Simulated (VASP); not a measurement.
A run of VASP 6.6.1 is set up as follows.

Contents of INCAR:

```
PREC = Accurate ; ENCUT = 600
EDIFF = 1E-6 ; ISMEAR = -1
SIGMA = 0.05 ; LREAL = False
LASPH = True ; NELM = 80
ALGO = Normal ; ISIF = 3
LWAVE = False ; LCHARG = False
GGA = PE ; IBRION = 2
NSW = 32 ; EDIFFG = -0.005
PSTRESS = 77.0
```

Contents of KPOINTS:

```
regular mesh
0
Gamma
  16 16 16
```

Contents of POSCAR:

```
KF
1.0
    0.0000000000      2.5577971780      2.5577971780
    2.5577971780      0.0000000000      2.5577971780
    2.5577971780      2.5577971780      0.0000000000
K F
1 1
Direct
    0.0000000000      0.0000000000      0.0000000000
    0.5000000000      0.5000000000      0.5000000000
```

Potentials or basis: VASP PAW PBE potentials, release 64 (K_sv, F).

Launch:

```console
$ cat potpaw_PBE.64/K_sv/POTCAR potpaw_PBE.64/F/POTCAR > POTCAR
$ mpirun -np 1 vasp_std > vasp.out
```

(1) What does it give for the relaxed volume?

(2) Estimate the band gap on the k mesh.

## Answers

(1) 16.77 Å³/atom.

(2) 6.90 eV.

Caveat: the cell is relaxed towards a set pressure, so the run minimises the enthalpy, not the energy.
